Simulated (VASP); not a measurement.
Wanted: the native input for a VASP 6.6.1 run.

```yaml
Task: single point
Functional: r2SCAN
Potentials_or_basis: VASP PAW PBE potentials, release 64 (Ca_sv, Se)
Cutoff: 520 eV
k_mesh: 6 × 6 × 6
Occupations: gaussian, width 0.01 eV
Spin: no spin polarisation
Dipole_correction: no
Further_INCAR_settings: ALGO = Normal; EDIFF = 1e-07; NBANDS = 15
```

Crystal: CaSe.

```xyz
2
Lattice="0.0000 2.9070 2.9070 2.9070 0.0000 2.9070 2.9070 2.9070 0.0000" Properties=species:S:1:pos:R:3 pbc="T T T"
Ca    0.0000    0.0000    0.0000
Se    2.9070    2.9070    2.9070
```

This cell differs from its parent crystal: volume changed by -6%.

One way to write it, as run:

POSCAR

```
CaSe
1.0
    0.0000000000      2.9069561697      2.9069561697
    2.9069561697      0.0000000000      2.9069561697
    2.9069561697      2.9069561697      0.0000000000
Ca Se
1 1
Direct
    0.0000000000      0.0000000000      0.0000000000
    0.5000000000      0.5000000000      0.5000000000
```

INCAR.step1

```
  PREC = Accurate
  ENCUT = 520
  ISMEAR = 0
  SIGMA = 0.01
  LREAL = F
  LASPH = T
  NELM = 60
  NBANDS = 15
  GGA = PE
  ALGO = Normal
  EDIFF = 1E-4
  LWAVE = T
  LCHARG = F
```

INCAR.step2

```
  PREC = Accurate
  ENCUT = 520
  EDIFF = 1E-7
  ISMEAR = 0
  SIGMA = 0.01
  LREAL = F
  LASPH = T
  NELM = 60
  ALGO = Normal
  ISIF = 2
  LWAVE = F
  LCHARG = T
  METAGGA = R2SCAN
  LMIXTAU = T
  LELF = T
  LVHAR = T
  NBANDS = 15
  ISTART = 1
```

KPOINTS

```
Automatic mesh
0
Gamma
  6 6 6
```

Potentials or basis: VASP PAW PBE potentials, release 64 (Ca_sv, Se).

Command:

```sh
$ cat potpaw_PBE.64/Ca_sv/POTCAR potpaw_PBE.64/Se/POTCAR > POTCAR
$ cp INCAR.step1 INCAR
$ mpirun -np 1 vasp_std > vasp.out
$ cp INCAR.step2 INCAR
$ mpirun -np 1 vasp_std > vasp.out
```

It gave:

| Quantity | Value |
| --- | --- |
| Pressure | 4.0 GPa |
| Band gap on the k mesh | 2.36 eV, indirect (least direct gap 3.36 eV) |

Caveat: the PAW data sets were made with another functional, which shifts forces and pressure a little.

Run time: 33 s on 1 thread of Intel(R) Xeon(R) Platinum 8488C (Sapphire Rapids), on a shared host, peak memory 0.18 GiB.
